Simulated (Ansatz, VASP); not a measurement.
## SiNi2 in VASP and in Ansatz

Contents of INCAR:

```
SYSTEM = SiNi2
PREC = Accurate
ENCUT = 520
EDIFF = 1E-6
ISMEAR = 0
SIGMA = 0.15
LREAL = .FALSE.
LASPH = .TRUE.
NELM = 80
ALGO = Fast
ISIF = 2
LWAVE = .FALSE.
LCHARG = .FALSE.
GGA = PS
NBANDS = 33
```

KPOINTS

```
regular mesh
0
G
  12 12 10
  0 0 0
```

POSCAR

```
SiNi2
1.0
    3.8684636537      0.0000000000      0.0000000000
   -1.9342318269      3.3501877977      0.0000000000
    0.0000000000      0.0000000000      4.9169852589
Si Ni
2 4
Direct
    0.3333333333      0.6666666667      0.7500000000
    0.6666666667      0.3333333333      0.2500000000
    0.0000000000      0.0000000000     -0.0127110408
    0.0000000000      0.0000000000      0.4872889592
    0.3333333333      0.6666666667      0.2372889592
    0.6666666667      0.3333333333      0.7372889592
```

Input for Ansatz:

```yaml
crystal:
  lattice:
    - [3.8684636537, 0.0, 0.0]
    - [-1.9342318269, 3.3501877977, 0.0]
    - [0.0, 0.0, 4.9169852589]
  atoms:
    - { symbol: Si, position: [0.3333333333, 0.6666666667, 0.75] }
    - { symbol: Si, position: [0.6666666667, 0.3333333333, 0.25] }
    - { symbol: Ni, position: [0.0, 0.0, -0.0127110408] }
    - { symbol: Ni, position: [0.0, 0.0, 0.4872889592] }
    - { symbol: Ni, position: [0.3333333333, 0.6666666667, 0.2372889592] }
    - { symbol: Ni, position: [0.6666666667, 0.3333333333, 0.7372889592] }
basis:
  ecutwfc: 420
kpoints:
  mp_grid: { grid: [12, 12, 10] }
hamiltonian:
  xc: pbesol
scf:
  occupations: { method: gaussian, width: 0.15 }
output:
  forces: true
  stress: true
  eigenvalues: true
```

Change from the starting cell: all Ni atoms moved +0.062 Å, as atom 3 towards its neighbour atom 4 (Ni) at 2.458 Å.

Alike in both runs: task single point; functional PBEsol; k mesh 12 × 12 × 10; occupations gaussian, width 0.15 eV; no spin polarisation.

|  | VASP | Ansatz |
| --- | --- | --- |
| version | VASP 6.6.1 | Ansatz 0.2.0 |
| potentials or method | VASP PAW PBE potentials, release 64 (Si, Ni), cutoff 520 eV | scalar-relativistic, plane waves, PAW |
| valence electrons in the cell | 48 | 80 |

```csv
,VASP,Ansatz,Ansatz less VASP
gap on the k mesh at the Fermi level (eV),none,none,-
pressure (GPa),0.5,0.2,-0.31
"traceless stress, the component that is largest in VASP (GPa)",0.20,0.36,+0.154
rms of the force components (eV/Å),0.071,0.069,-0.0022
```

VASP's potentials were made for PBE, not for PBEsol. Atom by atom the forces differ by 0.002 eV/Å (rms over components). A gap of «none» marks a metal or a gap that the smearing closes. VASP's potentials hold 48 valence electrons a cell and Ansatz's 80, so a difference there can come from the potentials and not from the codes.
